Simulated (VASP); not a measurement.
A run of VASP 6.6.1 is set up as follows.

INCAR

```
PREC = Accurate
ENCUT = 520
EDIFF = 1E-6
ISMEAR = 0
SIGMA = 0.15
LREAL = F
LASPH = T
NELM = 100
ALGO = Normal
ISIF = 2
LWAVE = F
LCHARG = T
GGA = PE
IVDW = 12
LELF = T
LVHAR = T
NBANDS = 8
```

The input KPOINTS:

```
Automatic mesh
0
Gamma
  30 30 30
```

File POSCAR:

```
Si
1.0
    0.0000000000      1.9540841847      1.7977574499
    1.9540841847      0.0000000000      1.7977574499
    1.9540841847      1.9540841847      0.0000000000
Si
1
Direct
    0.0000000000      0.0000000000      0.0000000000
```

Potentials or basis: VASP PAW PBE potentials, release 64 (Si).

The run is started by

```console
$ cat potpaw_PBE.64/Si/POTCAR > POTCAR
$ mpirun -np 1 vasp_std > vasp.out
```

**Question.** What does it give for the pressure?

**Answer.** -0.4 GPa.

**Question.** Predict the band gap on the k mesh.

**Answer.** Zero (bands 2 and 3 overlap by 15.30 eV).

Stress tensor (GPa, compression positive):
```
 0.18  0.00  0.00
 0.00  0.18  0.00
 0.00  0.00 -1.57
```
